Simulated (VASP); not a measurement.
# BiN (F-43m) in VASP: further runs

The runs below take BiN through single point, with PBE, r2SCAN.

Program: VASP 6.6.1. These are calculated values, not measurements. Logs are shortened: lines on timing, memory, paths and dates and some standing lists are left out, and cuts for length are marked.

## 1. The cell of the first run

Symmetry: F-43m, No. 216, cubic system. Conventional cell: a = 5.625 Å, b = 5.625 Å, c = 5.625 Å, α = 90.00°, β = 90.00°, γ = 90.00°. Bi (site symmetry -43m) has 4 N at 2.44 Å within 3.2 Å. Within 3.2 Å of N (site symmetry -43m) lie 4 Bi at 2.44 Å.

## 2. Single point, PBE (volume scaled by 1.040)

INCAR

```
SYSTEM = BiN
ALGO = Normal
EDIFF = 1E-6
ENCUT = 520
GGA = PE
ISIF = 2
ISMEAR = 0
LASPH = .True.
LCHARG = .False.
LREAL = .False.
LWAVE = .False.
NBANDS = 17
NELM = 80
PREC = Accurate
SIGMA = 0.05
```

KPOINTS

```
k-points
0
Gamma
  10 10 10
  0 0 0
```

POSCAR

```
BiN
1.0
    0.0000000000      2.8126358358      2.8126358358
    2.8126358358      0.0000000000      2.8126358358
    2.8126358358      2.8126358358      0.0000000000
Bi N
1 1
Direct
    0.0000000000      0.0000000000      0.0000000000
    0.2500000000      0.2500000000      0.2500000000
```

Potentials or basis: VASP PAW PBE potentials, release 64 (Bi_d, N).

Started as:

```console
$ cat potpaw_PBE.64/Bi_d/POTCAR potpaw_PBE.64/N/POTCAR > POTCAR
$ mpirun -np 1 vasp_std > vasp.out
```

OUTCAR:

```text
SYSTEM = BiN
   EDIFF = 1E-6
   ENCUT = 520
   GGA = PE
   ISIF = 2
   ISMEAR = 0
   LASPH = .True.
   LREAL = .False.
   NELM = 80
   PREC = Accurate

 ion  position               nearest neighbor table
   1  0.000  0.000  0.000-   2 2.44   2 2.44   2 2.44   2 2.44
   2  0.250  0.250  0.250-   1 2.44   1 2.44   1 2.44   1 2.44

  LATTYP: Found a face centered cubic cell.
 ALAT       =     5.6252716716

  Lattice vectors:

 A1 = (   0.0000000000,   2.8126358358,   2.8126358358)
 A2 = (   2.8126358358,   0.0000000000,   2.8126358358)
 A3 = (   2.8126358358,   2.8126358358,   0.0000000000)

Analysis of symmetry for initial positions (statically):
=====================================================================
 Subroutine PRICEL returns:
 Original cell was already a primitive cell.

 Routine SETGRP: Setting up the symmetry group for a
 face centered cubic supercell.

 Subroutine GETGRP returns: Found 24 space group operations
 (whereof 24 operations were pure point group operations)
 out of a pool of 48 trial point group operations.

The static configuration has the point symmetry T_d .

Analysis of symmetry for dynamics (positions and initial velocities):
=====================================================================
 Subroutine PRICEL returns:
 Original cell was already a primitive cell.

 Routine SETGRP: Setting up the symmetry group for a
 face centered cubic supercell.

 Subroutine GETGRP returns: Found 24 space group operations
 (whereof 24 operations were pure point group operations)
 out of a pool of 48 trial point group operations.

The dynamic configuration has the point symmetry T_d .

 Subroutine INISYM returns: Found 24 space group operations
 (whereof 24 operations are pure point group operations),
 and found     1 'primitive' translations

----------------------------------------------------------------------------------------

                                     Primitive cell

  volume of cell :      44.5011

  direct lattice vectors                    reciprocal lattice vectors
     0.000000000  2.812635836  2.812635836    -0.177769192  0.177769192  0.177769192
     2.812635836  0.000000000  2.812635836     0.177769192 -0.177769192  0.177769192
     2.812635836  2.812635836  0.000000000     0.177769192  0.177769192 -0.177769192

  length of vectors
     3.977667745  3.977667745  3.977667745     0.307905273  0.307905273  0.307905273

  position of ions in fractional coordinates (direct lattice)
     0.000000000  0.000000000  0.000000000
     0.250000000  0.250000000  0.250000000

  ion indices of the primitive-cell ions
   primitive index   ion index
                 1           1
                 2           2

----------------------------------------------------------------------------------------

 KPOINTS: k-points

Automatic generation of k-mesh.
 Grid dimensions read from file:
 generate k-points for:   10   10   10

 Generating k-lattice:

  Cartesian coordinates                     Fractional coordinates (reciprocal lattice)
    -0.017776919  0.017776919  0.017776919     0.100000000  0.000000000  0.000000000
     0.017776919 -0.017776919  0.017776919     0.000000000  0.100000000  0.000000000
     0.017776919  0.017776919 -0.017776919     0.000000000  0.000000000  0.100000000

  Length of vectors
     0.030790527  0.030790527  0.030790527

  Shift w.r.t. Gamma in fractional coordinates (k-lattice)
     0.000000000  0.000000000  0.000000000

 Subroutine IBZKPT returns following result:
 ===========================================

 Found     47 irreducible k-points:

 Following reciprocal coordinates:
            Coordinates               Weight
  0.000000  0.000000  0.000000      1.000000
  0.100000  0.000000  0.000000      8.000000
  0.200000  0.000000  0.000000      8.000000
  0.300000  0.000000  0.000000      8.000000
  0.400000  0.000000  0.000000      8.000000
  0.500000  0.000000  0.000000      4.000000
[... 16 lines left out ...]
  0.300000  0.300000  0.000000      6.000000
  0.400000  0.300000  0.000000     24.000000
 [... further k-points ...]
   k-points           NKPTS =     47   k-points in BZ     NKDIM =     47   number of bands    NBANDS=     17
   number of dos      NEDOS =    301   number of ions     NIONS =      2
   total plane-waves  NPLWV =  27000
   dimension x,y,z NGX =    30 NGY =   30 NGZ =   30
   dimension x,y,z NGXF=    60 NGYF=   60 NGZF=   60
   ions per type =               1   1
   NGX,Y,Z   is equivalent  to a cutoff of  12.54, 12.54, 12.54 a.u.
   NGXF,Y,Z  is equivalent  to a cutoff of  25.08, 25.08, 25.08 a.u.
 SYSTEM =  BiN
   PREC   = accura    normal or accurate (medium, high low for compatibility)
   ISTART =      0    job   : 0-new  1-cont  2-samecut
   ICHARG =      2    charge: 1-file 2-atom 10-const
   ISPIN  =      1    spin polarized calculation?
   LNONCOLLINEAR =      F non collinear calculations
   LSORBIT =      F    spin-orbit coupling
   LASPH  =      T    aspherical Exc in radial PAW
   ENCUT  =  520.0 eV  38.22 Ry    6.18 a.u.   7.40  7.40  7.40*2*pi/ulx,y,z
   NELM   =     80;   NELMIN=  2; NELMDL= -5     # of ELM steps
   EDIFF  = 0.1E-05   stopping-criterion for ELM
   LREAL  =      F    real-space projection
   EDIFFG = 0.1E-04   stopping-criterion for IOM
   NSW    =      0    number of steps for IOM
   IBRION =     -1    ionic relax: 0-MD 1-quasi-New 2-CG
   NFREE  =      0    steps in history (QN), initial steepest desc. (CG)
   ISIF   =      2    stress and relaxation
   ISYM   =      2    0-nonsym 1-usesym 2-fastsym
   POTIM  = 0.5000    time-step for ionic-motion
   TEBEG  =    0.0;   TEEND  =   0.0 temperature during run
   PSTRESS=    0.0 pullay stress
   NELECT =      20.0000    total number of electrons
   NUPDOWN=      -1.0000    fix difference up-down
   EMIN   =  10.00;   EMAX   =-10.00  energy-range for DOS
   EFERMI =   0.00;   METHOD = LEGACY
   ISMEAR =     0;   SIGMA  =   0.05  broadening in eV -4-tet -1-fermi 0-gaus
   EFERMI_NEDOS =   21; number of points for ismear=-14 and -15
   IALGO  =     38    algorithm
   IMIX   =      4    mixing-type and parameters
     AMIX     =   0.40;   BMIX     =  1.00
     AMIX_MAG =   1.60;   BMIX_MAG =  1.00
  volume/ion in A,a.u.               =      22.25       150.15
  Fermi-wavevector in a.u.,A,eV,Ry     =   1.253992  2.369701 21.395096  1.572495
  Thomas-Fermi vector in A             =   2.387818
   LORBIT       =      0    0 simple, 1 ext, 2 COOP (PROOUT), +10 PAW based schemes
   GGA     = PE    functional components
   LHFCALC =     F    Hartree Fock is set to
   AEXX    =    0.0000 exact exchange contribution
   IVDW    =     0    specifies the selected vdW correction
   LEPSILON=     F    determine dielectric tensor
   LRPA    =     F    only Hartree local field effects (RPA)
 non-spin polarized calculation
 Gauss-broadening in eV      SIGMA  =   0.05
  energy-cutoff  :      520.00
  volume of cell :       44.50
 maximum number of plane-waves:      1243
 NGX is ok and might be reduce to    30
   NGX = 15   NGY = 15   NGZ = 15

 number of electron      20.0000005 magnetization

 Free energy of the ion-electron system (eV)
  ---------------------------------------------------
  ext. energy  EPLUGINS =         0.00000000
  ---------------------------------------------------
  free energy    TOTEN  =       -10.53276394 eV

  energy without entropy =      -10.53183847  energy(sigma->0) =      -10.53230120

 E-fermi :   5.7467     XC(G=0):  -9.6350

 val. band max:        5.7252056799   @ k =  -0.4000   0.4000   0.2000
 cond. band min:       5.8543828041   @ k =   0.3000   0.3000   0.0000
 fundamental gap:      0.1291771243
 Fermi energy:         5.7467100484

 k-point     1 :       0.0000    0.0000    0.0000
  band No.  band energies     occupation
      1     -17.2063      2.00000
      2     -17.2063      2.00000
      3     -17.2063      2.00000
      4     -17.1706      2.00000
      5     -17.1706      2.00000
      6      -9.6350      2.00000
[... 9 lines left out ...]
     16      16.5962      0.00000
     17      16.5962      0.00000

 k-point     2 :       0.1000    0.0000    0.0000
  band No.  band energies     occupation
      1     -17.2081      2.00000
      2     -17.2036      2.00000
      3     -17.2036      2.00000
      4     -17.1704      2.00000
      5     -17.1704      2.00000
      6      -9.5341      2.00000
[... 9 lines left out ...]
     16      16.1600      0.00000
     17      16.1600      0.00000

 k-point     3 :       0.2000    0.0000    0.0000
  band No.  band energies     occupation
      1     -17.2129      2.00000
      2     -17.1983      2.00000
      3     -17.1983      2.00000
      4     -17.1681      2.00000
      5     -17.1681      2.00000
      6      -9.2443      2.00000
[... 9 lines left out ...]
     16      15.7389      0.00000
     17      16.0829      0.00000

 k-point     4 :       0.3000    0.0000    0.0000
  band No.  band energies     occupation
      1     -17.2189      2.00000
      2     -17.1958      2.00000
      3     -17.1958      2.00000
      4     -17.1611      2.00000
      5     -17.1611      2.00000
      6      -8.8134      2.00000
[... 9 lines left out ...]
     16      15.7626      0.00000
     17      17.1039      0.00000
[... 343 lines left out ...]
      1     -17.2199      2.00000
      2     -17.1929      2.00000
      3     -17.1858      2.00000
      4     -17.1719      2.00000
      5     -17.1576      2.00000
      6      -8.6597      2.00000
[... 9 lines left out ...]
     16      15.4792      0.00000
     17      18.3936      0.00000

 k-point    23 :       0.3000    0.3000    0.0000
  band No.  band energies     occupation
      1     -17.2447      2.00000
      2     -17.1854      2.00000
      3     -17.1680      2.00000
      4     -17.1680      2.00000
      5     -17.1568      2.00000
      6      -8.5079      2.00000
[... 9 lines left out ...]
     16      18.9909      0.00000
     17      19.5719      0.00000

 k-point    24 :       0.4000    0.3000    0.0000
  band No.  band energies     occupation
      1     -17.2490      2.00000
      2     -17.1879      2.00000
      3     -17.1642      2.00000
      4     -17.1618      2.00000
      5     -17.1513      2.00000
      6      -8.1276      2.00000
[... 9 lines left out ...]
     16      18.7405      0.00000
     17      19.4057      0.00000

 [... further k-points ...]

------------------------ aborting loop because EDIFF is reached ----------------------------------------

  FORCE on cell =-STRESS in cart. coord.  units (eV):
  Direction    XX          YY          ZZ          XY          YZ          ZX
  --------------------------------------------------------------------------------------
  -------------------------------------------------------------------------------------
  Total       -0.8466135     -0.8466135     -0.8466135      0.0000000      0.0000000     -0.0000000
  in kB      -30.4807237    -30.4807237    -30.4807237      0.0000000      0.0000000     -0.0000000
  external PRESSURE =     -30.4807237 kB  Pullay stress =       0.0000000 kB

 VOLUME and BASIS-vectors are now :
 -----------------------------------------------------------------------------
  energy-cutoff  :      520.00
  volume of cell :       44.50
      direct lattice vectors                 reciprocal lattice vectors
     0.000000000  2.812635836  2.812635836    -0.177769192  0.177769192  0.177769192
     2.812635836  0.000000000  2.812635836     0.177769192 -0.177769192  0.177769192
     2.812635836  2.812635836  0.000000000     0.177769192  0.177769192 -0.177769192

 POSITION                                       TOTAL-FORCE (eV/Angst)
 -----------------------------------------------------------------------------------
      0.00000      0.00000      0.00000         0.000000      0.000000      0.000000
      1.40632      1.40632      1.40632        -0.000000     -0.000000     -0.000000
 -----------------------------------------------------------------------------------
    total drift:                               -0.000000     -0.000000     -0.000000

  FREE ENERGIE OF THE ION-ELECTRON SYSTEM (eV)
  ---------------------------------------------------
  free  energy   TOTEN  =       -10.5327639361 eV

  energy  without entropy=      -10.5318384708  energy(sigma->0) =      -10.53230120
```

Wall time 44 s (1 thread of Intel Xeon Platinum 8488C (Sapphire Rapids), shared host); peak memory 0.19 GiB.

Results:

```
Free energy            : -10.5328 eV
Pressure               : -3.0 GPa
Band gap on the k mesh : zero (band 10 reaches 6.02 eV, above the bottom of band 11 at 5.46 eV)
```

Caveat: spin-orbit coupling is left out, which moves the levels of the heavy elements.

## 3. Single point, PBE (volume scaled by 1.070)

INCAR

```
SYSTEM = BiN
PREC     = Accurate       ! precision mode
ENCUT    = 520            ! plane-wave cutoff, eV
EDIFF    = 1E-6           ! SCF threshold, eV
ISMEAR   = 0              ! smearing method
SIGMA    = 0.05           ! smearing width, eV
LREAL    = .False.        ! projectors in reciprocal space
LASPH    = .True.         ! aspherical terms in the spheres
NELM     = 80             ! most SCF steps
ALGO     = Normal         ! electronic algorithm
ISIF     = 2              ! what is computed and relaxed
LWAVE    = .False.        ! write WAVECAR
LCHARG   = .False.        ! write CHGCAR
GGA      = PE             ! functional
NBANDS   = 17             ! bands
```

KPOINTS

```
Automatic mesh
0
Gamma
  10 10 10
  0 0 0
```

POSCAR

```
BiN
1.0
    0.0000000000      2.8394244560      2.8394244560
    2.8394244560      0.0000000000      2.8394244560
    2.8394244560      2.8394244560      0.0000000000
Bi N
1 1
Direct
    0.0000000000      0.0000000000      0.0000000000
    0.2500000000      0.2500000000      0.2500000000
```

Potentials or basis: VASP PAW PBE potentials, release 64 (Bi_d, N).

Started as:

```console
$ cat potpaw_PBE.64/Bi_d/POTCAR potpaw_PBE.64/N/POTCAR > POTCAR
$ mpirun -np 1 vasp_std > vasp.out
```

Wall time 45 s (1 thread of Intel Xeon Platinum 8488C (Sapphire Rapids), shared host); peak memory 0.18 GiB.

The run converged. Its results:

* Free energy: -10.5014 eV
* Pressure: -5.0 GPa
* Band gap on the k mesh: zero (band 10 reaches 5.68 eV, above the bottom of band 11 at 5.15 eV)

Levels at points of the mesh, in eV from the Fermi level:
| k point | band 7 | band 8 | band 9 | band 10 | band 11 | band 12 | band 13 | band 14 |
| --- | --- | --- | --- | --- | --- | --- | --- | --- |
| (0.00, 0.00, 0.00) | -7.41 | -1.76 | -1.76 | -1.76 | 2.84 | 2.84 | 2.84 | 5.99 |
| (0.50, 0.00, 0.00) | -9.90 | -2.80 | -2.52 | -2.52 | 2.87 | 3.55 | 3.55 | 7.48 |
| (0.50, 0.50, 0.00) | -10.54 | -3.62 | -3.62 | -0.63 | -0.28 | 5.13 | 5.13 | 5.96 |

Caveat: spin-orbit coupling is left out, which moves the levels of the heavy elements.

## 4. Single point, PBE (volume scaled by 1.100)

INCAR

```
SYSTEM = BiN
PREC = Accurate
ENCUT = 520
EDIFF = 1E-7
ISMEAR = 0
SIGMA = 0.05
LREAL = .False.
LASPH = .True.
NELM = 100
ALGO = Normal
ISIF = 2
LWAVE = .False.
LCHARG = .False.
GGA = PE
NBANDS = 17
```

KPOINTS

```
regular mesh
0
Gamma
  10 10 10
  0 0 0
```

POSCAR

```
BiN
1.0
    0.0000000000      2.8657169191      2.8657169191
    2.8657169191      0.0000000000      2.8657169191
    2.8657169191      2.8657169191      0.0000000000
Bi N
1 1
Direct
    0.0000000000      0.0000000000      0.0000000000
    0.2500000000      0.2500000000      0.2500000000
```

Started as:

```console
$ cat potpaw_PBE.64/Bi_d/POTCAR potpaw_PBE.64/N/POTCAR > POTCAR
$ mpirun -np 1 vasp_std > vasp.out
```

It took 60 s on 1 thread of Intel Xeon Platinum 8488C (Sapphire Rapids), shared host; peak memory 0.19 GiB.

It converged, with:

- Free energy: -10.4561 eV
- Pressure: -6.5 GPa
- Band gap on the k mesh: zero (band 10 reaches 5.36 eV, above the bottom of band 11 at 4.85 eV)

Levels at points of the mesh, in eV from the Fermi level:
| k point | band 6 | band 7 | band 8 | band 9 | band 10 | band 11 | band 12 | band 13 | band 14 | band 15 |
| --- | --- | --- | --- | --- | --- | --- | --- | --- | --- | --- |
| (0.00, 0.00, 0.00) | -14.95 | -7.51 | -1.68 | -1.68 | -1.68 | 2.76 | 2.76 | 2.76 | 5.89 | 10.74 |
| (0.50, 0.00, 0.00) | -13.60 | -9.85 | -2.76 | -2.42 | -2.42 | 2.83 | 3.47 | 3.47 | 7.43 | 10.42 |
| (0.50, 0.50, 0.00) | -12.95 | -10.49 | -3.50 | -3.50 | -0.59 | -0.28 | 4.99 | 4.99 | 5.96 | 9.75 |

Caveat: spin-orbit coupling is left out, which moves the levels of the heavy elements.

[end of part 1 of 2]
